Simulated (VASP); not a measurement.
# Cr (P6/mmm) in VASP: a series of runs, part 3 of 3

VASP 6.6.1.

## Step 4: Single point, LDA (10.21 Å³/atom)

This run uses another cell than the first one, of 10.21 Å³/atom.

File INCAR:

```
  ALGO = Normal
  EDIFF = 1E-7
  ENCUT = 520
  GGA = CA
  ISIF = 2
  ISMEAR = -1
  LASPH = T
  LCHARG = F
  LREAL = F
  LWAVE = F
  NBANDS = 25
  NELM = 80
  PREC = Accurate
  SIGMA = 0.1
```

File KPOINTS:

```
k-points
0
Gamma
  10 10 16
```

File POSCAR:

```
Cr
1.0
    4.0377060017      0.0000000000      0.0000000000
   -2.0188530008      3.4967559705      0.0000000000
    0.0000000000      0.0000000000      2.1689121856
Cr
3
Direct
    1.0000000000      0.0000000000      0.0000000000
    0.3333333333      0.6666666667      0.5000000000
    0.6666666667      0.3333333333      0.5000000000
```

Potentials or basis: VASP PAW LDA potentials, release 64 (Cr_pv).

Started as:

```bash
$ cat potpaw_LDA.64/Cr_pv/POTCAR > POTCAR
$ mpirun -np 1 vasp_std > vasp.out
```

OUTCAR:

```text
EDIFF = 1E-7
   ENCUT = 520
   GGA = CA
   ISIF = 2
   ISMEAR = -1
   LASPH = T
   LREAL = F
   NELM = 80
   PREC = Accurate

 ion  position               nearest neighbor table
   1  0.000  0.000  0.000-   2 2.57   3 2.57   2 2.57   3 2.57   2 2.57   2 2.57   3 2.57   3 2.57
                             3 2.57   3 2.57   2 2.57   2 2.57
   2  0.333  0.667  0.500-   3 2.33   3 2.33   3 2.33   1 2.57   1 2.57   1 2.57   1 2.57   1 2.57
                             1 2.57
   3  0.667  0.333  0.500-   2 2.33   2 2.33   2 2.33   1 2.57   1 2.57   1 2.57   1 2.57   1 2.57
                             1 2.57

  LATTYP: Found a hexagonal cell.
 ALAT       =     4.0377060017
 C/A-ratio  =     0.5371644653

  Lattice vectors:

 A1 = (   4.0377060017,   0.0000000000,   0.0000000000)
 A2 = (  -2.0188530008,   3.4967559705,   0.0000000000)
 A3 = (   0.0000000000,   0.0000000000,   2.1689121856)

Analysis of symmetry for initial positions (statically):
=====================================================================
 Subroutine PRICEL returns:
 Original cell was already a primitive cell.

 Routine SETGRP: Setting up the symmetry group for a
 hexagonal supercell.

 Subroutine GETGRP returns: Found 24 space group operations
 (whereof 24 operations were pure point group operations)
 out of a pool of 24 trial point group operations.

The static configuration has the point symmetry D_6h.

Analysis of symmetry for dynamics (positions and initial velocities):
=====================================================================
 Subroutine PRICEL returns:
 Original cell was already a primitive cell.

 Routine SETGRP: Setting up the symmetry group for a
 hexagonal supercell.

 Subroutine GETGRP returns: Found 24 space group operations
 (whereof 24 operations were pure point group operations)
 out of a pool of 24 trial point group operations.

The dynamic configuration has the point symmetry D_6h.

 Subroutine INISYM returns: Found 24 space group operations
 (whereof 24 operations are pure point group operations),
 and found     1 'primitive' translations

----------------------------------------------------------------------------------------

                                     Primitive cell

  volume of cell :      30.6226

  direct lattice vectors                    reciprocal lattice vectors
     4.037706002  0.000000000  0.000000000     0.247665382  0.142989675  0.000000000
    -2.018853001  3.496755971  0.000000000     0.000000000  0.285979350  0.000000000
     0.000000000  0.000000000  2.168912186     0.000000000  0.000000000  0.461060621

  length of vectors
     4.037706002  4.037706002  2.168912186     0.285979350  0.285979350  0.461060621

  position of ions in fractional coordinates (direct lattice)
     0.000000000  0.000000000  0.000000000
     0.333333333  0.666666667  0.500000000
     0.666666667  0.333333333  0.500000000

  ion indices of the primitive-cell ions
   primitive index   ion index
                 1           1
                 2           2
                 3           3

----------------------------------------------------------------------------------------

 KPOINTS: k-points

Automatic generation of k-mesh.
 Grid dimensions read from file:
 generate k-points for:   10   10   16

 Generating k-lattice:

  Cartesian coordinates                     Fractional coordinates (reciprocal lattice)
     0.024766538  0.014298968  0.000000000     0.100000000  0.000000000  0.000000000
     0.000000000  0.028597935  0.000000000     0.000000000  0.100000000  0.000000000
     0.000000000  0.000000000  0.028816289     0.000000000  0.000000000  0.062500000

  Length of vectors
     0.028597935  0.028597935  0.028816289

  Shift w.r.t. Gamma in fractional coordinates (k-lattice)
     0.000000000  0.000000000  0.000000000

 Subroutine IBZKPT returns following result:
 ===========================================

 Found    126 irreducible k-points:

 Following reciprocal coordinates:
            Coordinates               Weight
  0.000000  0.000000  0.000000      1.000000
  0.100000  0.000000  0.000000      6.000000
  0.200000  0.000000  0.000000      6.000000
  0.300000 -0.000000  0.000000      6.000000
  0.400000  0.000000  0.000000      6.000000
  0.500000 -0.000000  0.000000      3.000000
[... 16 lines left out ...]
  0.300000  0.100000  0.062500     24.000000
  0.400000  0.100000  0.062500     24.000000
 [... further k-points ...]
   k-points           NKPTS =    126   k-points in BZ     NKDIM =    126   number of bands    NBANDS=     25
   number of dos      NEDOS =    301   number of ions     NIONS =      3
   total plane-waves  NPLWV =  14400
   dimension x,y,z NGX =    30 NGY =   30 NGZ =   16
   dimension x,y,z NGXF=    60 NGYF=   60 NGZF=   32
   ions per type =               3
   NGX,Y,Z   is equivalent  to a cutoff of  12.35, 12.35, 12.26 a.u.
   NGXF,Y,Z  is equivalent  to a cutoff of  24.70, 24.70, 24.53 a.u.
 SYSTEM =  unknown system
   PREC   = accura    normal or accurate (medium, high low for compatibility)
   ISTART =      0    job   : 0-new  1-cont  2-samecut
   ICHARG =      2    charge: 1-file 2-atom 10-const
   ISPIN  =      1    spin polarized calculation?
   LNONCOLLINEAR =      F non collinear calculations
   LSORBIT =      F    spin-orbit coupling
   LASPH  =      T    aspherical Exc in radial PAW
   ENCUT  =  520.0 eV  38.22 Ry    6.18 a.u.   7.51  7.51  4.03*2*pi/ulx,y,z
   NELM   =     80;   NELMIN=  2; NELMDL= -5     # of ELM steps
   EDIFF  = 0.1E-06   stopping-criterion for ELM
   LREAL  =      F    real-space projection
   EDIFFG = 0.1E-05   stopping-criterion for IOM
   NSW    =      0    number of steps for IOM
   IBRION =     -1    ionic relax: 0-MD 1-quasi-New 2-CG
   NFREE  =      0    steps in history (QN), initial steepest desc. (CG)
   ISIF   =      2    stress and relaxation
   ISYM   =      2    0-nonsym 1-usesym 2-fastsym
   POTIM  = 0.5000    time-step for ionic-motion
   TEBEG  =    0.0;   TEEND  =   0.0 temperature during run
   PSTRESS=    0.0 pullay stress
   NELECT =      36.0000    total number of electrons
   NUPDOWN=      -1.0000    fix difference up-down
   EMIN   =  10.00;   EMAX   =-10.00  energy-range for DOS
   EFERMI =   0.00;   METHOD = LEGACY
   ISMEAR =    -1;   SIGMA  =   0.10  broadening in eV -4-tet -1-fermi 0-gaus
   EFERMI_NEDOS =   21; number of points for ismear=-14 and -15
   IALGO  =     38    algorithm
   IMIX   =      4    mixing-type and parameters
     AMIX     =   0.40;   BMIX     =  1.00
     AMIX_MAG =   1.60;   BMIX_MAG =  1.00
  volume/ion in A,a.u.               =      10.21        68.88
  Fermi-wavevector in a.u.,A,eV,Ry     =   1.727806  3.265080 40.617662  2.985314
  Thomas-Fermi vector in A             =   2.802860
   LORBIT       =      0    0 simple, 1 ext, 2 COOP (PROOUT), +10 PAW based schemes
   GGA     = CA    functional components
   LHFCALC =     F    Hartree Fock is set to
   AEXX    =    0.0000 exact exchange contribution
   IVDW    =     0    specifies the selected vdW correction
   LEPSILON=     F    determine dielectric tensor
   LRPA    =     F    only Hartree local field effects (RPA)
 non-spin polarized calculation
  energy-cutoff  :      520.00
  volume of cell :       30.62
 maximum number of plane-waves:       838
   NGX = 15   NGY = 15   NGZ =  9

 number of electron      35.9999997 magnetization

 Free energy of the ion-electron system (eV)
  ---------------------------------------------------
  ext. energy  EPLUGINS =         0.00000000
  ---------------------------------------------------
  free energy    TOTEN  =       -30.70959389 eV

  energy without entropy =      -30.57702023  energy(sigma->0) =      -30.64330706

 E-fermi :  12.5914     XC(G=0): -14.7062

 val. band max:       12.5892210134   @ k =   0.4000   0.1000   0.1875
 cond. band min:      12.5935817496   @ k =   0.2000   0.0000   0.4375
 fundamental gap:      0.0043607361
 Fermi energy:        12.5913913111

 k-point     1 :       0.0000    0.0000    0.0000
  band No.  band energies     occupation
      1     -30.3133      2.00000
      2     -30.3133      2.00000
      3     -30.2437      2.00000
      4     -30.2437      2.00000
      5     -29.4067      2.00000
      6     -29.4067      2.00000
[... 17 lines left out ...]
     24      15.7991      0.00000
     25      15.7991      0.00000
[... 621 lines left out ...]
      3     -30.0883      2.00000
      4     -29.7698      2.00000
      5     -29.6773      2.00000
      6     -29.4945      2.00000
[... 17 lines left out ...]
     24      15.2999      0.00000
     25      15.4000      0.00000

 [... further k-points ...]
[... 5 lines left out ...]
  --------------------------------------------------------------------------------------
  -------------------------------------------------------------------------------------
  Total        5.0890849      5.0890849      5.8228637      0.0000000      0.0000000      0.0000000
  in kB      266.2614493    266.2614493    304.6528335      0.0000000      0.0000000      0.0000000
  external PRESSURE =     279.0585774 kB  Pullay stress =       0.0000000 kB

 VOLUME and BASIS-vectors are now :
 -----------------------------------------------------------------------------
  energy-cutoff  :      520.00
  volume of cell :       30.62
      direct lattice vectors                 reciprocal lattice vectors
     4.037706002  0.000000000  0.000000000     0.247665382  0.142989675  0.000000000
    -2.018853001  3.496755971  0.000000000     0.000000000  0.285979350  0.000000000
     0.000000000  0.000000000  2.168912186     0.000000000  0.000000000  0.461060621

 POSITION                                       TOTAL-FORCE (eV/Angst)
 -----------------------------------------------------------------------------------
      0.00000      0.00000      0.00000         0.000000      0.000000      0.000000
     -0.00000      2.33117      1.08446        -0.000000      0.000000      0.000000
      2.01885      1.16559      1.08446         0.000000     -0.000000     -0.000000
 -----------------------------------------------------------------------------------
    total drift:                               -0.000000      0.000000      0.000000

  FREE ENERGIE OF THE ION-ELECTRON SYSTEM (eV)
  ---------------------------------------------------
  free  energy   TOTEN  =       -30.7095938896 eV

  energy  without entropy=      -30.5770202311  energy(sigma->0) =      -30.64330706
```

Run time: 1.8 min. Hardware: 1 thread of AMD EPYC 7R43 (Zen 3), shared host; peak memory 0.14 GiB.

What came out:

* Free energy: -30.7096 eV
* Pressure: 27.9 GPa
* Band gap on the k mesh: zero (bands 18 and 19 overlap by 1.32 eV)

Levels at points of the mesh, in eV from the Fermi level:
```csv
k point,band 15,band 16,band 17,band 18,band 19,band 20,band 21,band 22
"(0.00, 0.00, 0.00)",-2.38,-2.38,-2.25,-0.49,-0.49,1.57,1.57,1.64
"(0.50, 0.00, 0.00)",-2.47,-2.19,-2.07,0.84,0.89,1.64,1.74,1.81
"(0.00, 0.00, 0.50)",-1.57,-1.23,-1.23,0.10,0.10,1.84,1.84,2.34
"(0.50, 0.00, 0.50)",-1.71,-1.69,-0.21,-0.16,1.03,1.37,1.80,1.86
```

Caveat: the cell stands under pressure; the run has no spin polarisation, though such a crystal can be magnetic. Spin polarisation is off, so any magnetic state and its effect on volume and gap are missing.

## Step 5: Single point, LDA (10.65 Å³/atom)

This run uses another cell than the first one, of 10.65 Å³/atom.

File INCAR:

```
SYSTEM = Cr
PREC     = Accurate       ! precision mode
ENCUT    = 520            ! plane-wave cutoff, eV
EDIFF    = 1E-7           ! SCF threshold, eV
ISMEAR   = -1             ! smearing method
SIGMA    = 0.1            ! smearing width, eV
LREAL    = .FALSE.        ! projectors in reciprocal space
LASPH    = .TRUE.         ! aspherical terms in the spheres
NELM     = 80             ! most SCF steps
ALGO     = Normal         ! electronic algorithm
ISIF     = 2              ! what is computed and relaxed
LWAVE    = .FALSE.        ! write WAVECAR
LCHARG   = .FALSE.        ! write CHGCAR
NBANDS   = 25             ! bands
```

File KPOINTS:

```
regular mesh
0
G
  10 10 16
  0 0 0
```

File POSCAR:

```
Cr
1.0
    4.0953953101      0.0000000000      0.0000000000
   -2.0476976551      3.5467163771      0.0000000000
    0.0000000000      0.0000000000      2.1999008321
Cr
3
Direct
    1.0000000000      0.0000000000      0.0000000000
    0.3333333333      0.6666666667      0.5000000000
    0.6666666667      0.3333333333      0.5000000000
```

Started as:

```bash
$ cat potpaw_LDA.64/Cr_pv/POTCAR > POTCAR
$ mpirun -np 1 vasp_std > vasp.out
```

It took 91 s on 1 thread of AMD EPYC 7R43 (Zen 3), shared host; peak memory 0.15 GiB.

The run converged. Its results:

| Item | Value |
| --- | --- |
| Free energy | -30.8767 eV |
| Pressure | 12.6 GPa |
| Band gap on the k mesh | zero (bands 18 and 19 overlap by 1.16 eV) |

Stress tensor (GPa, compression positive):
```
11.82  0.00  0.00
 0.00 11.82  0.00
 0.00  0.00 14.20
```

Levels at points of the mesh, in eV from the Fermi level:
```csv
k point,band 16,band 17,band 18,band 19,band 20,band 21
"(0.00, 0.00, 0.00)",-2.29,-2.13,-0.45,-0.45,1.50,1.50
"(0.50, 0.00, 0.00)",-2.08,-1.94,0.71,0.85,1.54,1.66
"(0.00, 0.00, 0.50)",-1.15,-1.15,0.09,0.09,1.74,1.74
"(0.50, 0.00, 0.50)",-1.57,-0.20,-0.14,0.98,1.25,1.71
```

Caveat: the cell stands under pressure; the run has no spin polarisation, though such a crystal can be magnetic. Spin polarisation is off, so any magnetic state and its effect on volume and gap are missing.

## Step 6: Single point, LDA (11.10 Å³/atom)

File INCAR:

```
SYSTEM = Cr
PREC = Accurate
ENCUT = 520
EDIFF = 1E-6
ISMEAR = -1
SIGMA = 0.1
LREAL = .FALSE.
LASPH = .TRUE.
NELM = 80
ALGO = Normal
ISIF = 2
LWAVE = .FALSE.
LCHARG = .TRUE.
LELF = .TRUE.
LVHAR = .TRUE.
NBANDS = 25
```

KPOINTS is that of step 5.

File POSCAR:

```
Cr
1.0
    4.1515035880      0.0000000000      0.0000000000
   -2.0757517940      3.5953075711      0.0000000000
    0.0000000000      0.0000000000      2.2300402052
Cr
3
Direct
    1.0000000000      0.0000000000      0.0000000000
    0.3333333333      0.6666666667      0.5000000000
    0.6666666667      0.3333333333      0.5000000000
```

Potentials or basis: VASP PAW LDA potentials, release 64 (Cr_pv).

Started as:

```bash
$ cat potpaw_LDA.64/Cr_pv/POTCAR > POTCAR
$ mpirun -np 1 vasp_std > vasp.out
```

OUTCAR:

```text
SYSTEM = Cr
   PREC = Accurate
   ENCUT = 520
   EDIFF = 1E-6
   ISMEAR = -1
   LREAL = .FALSE.
   LASPH = .TRUE.
   NELM = 80
   ISIF = 2

 ion  position               nearest neighbor table
   1  0.000  0.000  0.000-   2 2.64   3 2.64   2 2.64   3 2.64   2 2.64   2 2.64   3 2.64   3 2.64
                             3 2.64   3 2.64   2 2.64   2 2.64
   2  0.333  0.667  0.500-   3 2.40   3 2.40   3 2.40   1 2.64   1 2.64   1 2.64   1 2.64   1 2.64
                             1 2.64
   3  0.667  0.333  0.500-   2 2.40   2 2.40   2 2.40   1 2.64   1 2.64   1 2.64   1 2.64   1 2.64
                             1 2.64

  LATTYP: Found a hexagonal cell.
 ALAT       =     4.1515035880
 C/A-ratio  =     0.5371644653

  Lattice vectors:

 A1 = (   4.1515035880,   0.0000000000,   0.0000000000)
 A2 = (  -2.0757517940,   3.5953075711,   0.0000000000)
 A3 = (   0.0000000000,   0.0000000000,   2.2300402052)

Analysis of symmetry for initial positions (statically):
=====================================================================
 Subroutine PRICEL returns:
 Original cell was already a primitive cell.

[... 165 lines left out ...]
  ext. energy  EPLUGINS =         0.00000000
  ---------------------------------------------------
  free energy    TOTEN  =       -30.92917547 eV

  energy without entropy =      -30.78610243  energy(sigma->0) =      -30.85763895

 E-fermi :  11.3058     XC(G=0): -14.2056

 val. band max:       11.3028296085   @ k =   0.1000   0.1000   0.4375
 cond. band min:      11.3068986220   @ k =   0.3000   0.3000   0.3750
 fundamental gap:      0.0040690135
 Fermi energy:        11.3058207114

 k-point     1 :       0.0000    0.0000    0.0000
  band No.  band energies     occupation
      1     -31.5052      2.00000
      2     -31.5052      2.00000
      3     -31.4663      2.00000
      4     -31.4663      2.00000
      5     -30.8088      2.00000
      6     -30.8088      2.00000
[... 661 lines left out ...]
     24      13.7329      0.00000
     25      13.8182      0.00000

 [... further k-points ...]
[... 5 lines left out ...]
  --------------------------------------------------------------------------------------
  -------------------------------------------------------------------------------------
  Total       -0.0681633     -0.0681633      0.1684862      0.0000000     -0.0000000      0.0000000
  in kB       -3.2810077     -3.2810077      8.1099967      0.0000000     -0.0000000      0.0000000
  external PRESSURE =       0.5159938 kB  Pullay stress =       0.0000000 kB

 VOLUME and BASIS-vectors are now :
 -----------------------------------------------------------------------------
  energy-cutoff  :      520.00
  volume of cell :       33.29
      direct lattice vectors                 reciprocal lattice vectors
     4.151503588  0.000000000  0.000000000     0.240876583  0.139070160  0.000000000
    -2.075751794  3.595307571  0.000000000     0.000000000  0.278140320  0.000000000
     0.000000000  0.000000000  2.230040205     0.000000000  0.000000000  0.448422409

 POSITION                                       TOTAL-FORCE (eV/Angst)
 -----------------------------------------------------------------------------------
      0.00000      0.00000      0.00000        -0.000000      0.000000     -0.000000
     -0.00000      2.39687      1.11502        -0.000000      0.000000      0.000000
      2.07575      1.19844      1.11502         0.000000      0.000000     -0.000000
 -----------------------------------------------------------------------------------
    total drift:                               -0.000000      0.000000      0.000000

  FREE ENERGIE OF THE ION-ELECTRON SYSTEM (eV)
  ---------------------------------------------------
  free  energy   TOTEN  =       -30.9291754708 eV

  energy  without entropy=      -30.7861024289  energy(sigma->0) =      -30.85763895
```

stdout:

```text
POSCAR found type information on POSCAR Cr
 POSCAR found :  1 types and       3 ions
 scaLAPACK will be used
 LDA part: xc-table for (Slater(with rela. corr.)+CA(PZ))
 , standard interpolation
 POSCAR, INCAR and KPOINTS ok, starting setup
 FFT: planning ... GRIDC
 FFT: planning ... GRID_SOFT
 FFT: planning ... GRID
 WAVECAR not read
 entering main loop
```

It took 2 min on 1 thread of AMD EPYC 7R43 (Zen 3), shared host; peak memory 0.15 GiB.

Results:

```yaml
Free_energy: -30.9292 eV
Pressure: 0.1 GPa
Band_gap_on_the_k_mesh: zero (bands 18 and 19 overlap by 1.02 eV)
```

Caveat: the run has no spin polarisation, though such a crystal can be magnetic. Spin polarisation is off, so any magnetic state and its effect on volume and gap are missing.

## Step 7: Overview

```tsv
cell	k mesh	gap on the mesh (eV)	pressure (GPa)
a = 4.152, b = 4.152, c = 2.230 Å, angles 90.0, 90.0, 120.0°, 3 atoms	9 × 9 × 13	none	0.3
a = 3.978, b = 3.978, c = 2.137 Å, angles 90.0, 90.0, 120.0°, 3 atoms	10 × 10 × 16	none	46.6
a = 4.038, b = 4.038, c = 2.169 Å, angles 90.0, 90.0, 120.0°, 3 atoms	10 × 10 × 16	none	27.9
a = 4.095, b = 4.095, c = 2.200 Å, angles 90.0, 90.0, 120.0°, 3 atoms	10 × 10 × 16	none	12.6
a = 4.152, b = 4.152, c = 2.230 Å, angles 90.0, 90.0, 120.0°, 3 atoms	10 × 10 × 16	none	0.1
```

Alike in all rows: task single point; level LDA; potentials or basis VASP PAW LDA potentials, release 64 (Cr_pv); no spin polarisation; cutoff (eV) 520; smearing fermi-dirac 0.1 eV.

Caveats: the run has no spin polarisation, though such a crystal can be magnetic; the cell stands under pressure (at least some runs).

Total energies depend on the potentials used, so only differences within one code and one set of settings carry meaning.
